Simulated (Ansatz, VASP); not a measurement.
**Ni: VASP beside Ansatz**

```xyz
1
Lattice="0.0000 1.7596 1.7596 1.7596 0.0000 1.7596 1.7596 1.7596 0.0000" Properties=species:S:1:pos:R:3 pbc="T T T"
Ni    0.0000    0.0000    0.0000
```

Alike in both runs: task single point; functional PBE; k mesh 10 × 10 × 10; occupations gaussian, width 0.05 eV; collinear spin.

```csv
,VASP,Ansatz
version,VASP 6.6.1,Ansatz 0.2.0
potentials or method,"VASP PAW PBE potentials, release 64 (Ni), cutoff 520 eV","scalar-relativistic, plane waves, PAW"
valence electrons in the cell,10,18
```

|  | VASP | Ansatz | Ansatz less VASP |
| --- | --- | --- | --- |
| gap on the k mesh at the Fermi level (eV) | none | none | - |
| pressure (GPa) | 0.4 | 0.4 | +0.03 |
| net moment per atom (μB) | 0.73 | 0.73 | +0.008 |
| size of the moment on the site where the two differ most (μB) | 0.74 | 0.77 | +0.034 |

Site moments also hang on the region over which each program counts them. A gap of «none» marks a metal or a gap that the smearing closes. The functional is the same, so the differences come from potentials, cutoffs and numerics. VASP's potentials hold 10 valence electrons a cell and Ansatz's 18, so a difference there can come from the potentials and not from the codes.
